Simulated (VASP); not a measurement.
A run of VASP 6.6.1 is set up as follows.

The input INCAR:

```
SYSTEM = Al4VN2
PREC = Accurate
ENCUT = 520
EDIFF = 1E-6
ISMEAR = 0
SIGMA = 0.1
LREAL = .FALSE.
LASPH = .TRUE.
NELM = 80
ALGO = Normal
ISIF = 2
LWAVE = .FALSE.
LCHARG = .FALSE.
GGA = PE
NBANDS = 26
```

The input KPOINTS:

```
regular mesh
0
G
  12 12 4
  0 0 0
```

The input POSCAR:

```
Al4VN2
1.0
    2.8749883913      0.0000000000      0.0000000000
   -1.4374941957      2.4898129824      0.0000000000
    0.0000000000      0.0000000000     11.8046416489
Al V N
4 1 2
Direct
    0.6666666667      0.3333333333      0.2045145552
    0.3333333333      0.6666666667      0.7954854448
    0.3333333333      0.6666666667      0.4032643636
    0.6666666667      0.3333333333      0.5967356364
    0.0000000000      0.0000000000      0.0000000000
    0.6666666667      0.3333333333      0.8867070163
    0.3333333333      0.6666666667      0.1132929837
```

Potentials or basis: VASP PAW PBE potentials, release 64 (Al, V_sv, N).

Launch:

```console
$ cat potpaw_PBE.64/Al/POTCAR potpaw_PBE.64/V_sv/POTCAR potpaw_PBE.64/N/POTCAR > POTCAR
$ mpirun -np 1 vasp_std > vasp.out
```

Task: Predict the pressure.

Result: 0.0 GPa.

Task: Predict the largest force.

Result: 0.041 eV/Å.

Task: Estimate the band gap on the k mesh.

Result: Zero (an odd number of electrons rules out a gap without spin polarisation).

Stress tensor (GPa, compression positive):
```
 0.06  0.00  0.00
 0.00  0.06  0.00
 0.00  0.00 -0.02
```

Caveat: the run has no spin polarisation, though such a crystal can be magnetic. With open d or f shells a metallic result of PBE can be an artefact of self-interaction; +U or a hybrid may open a gap.
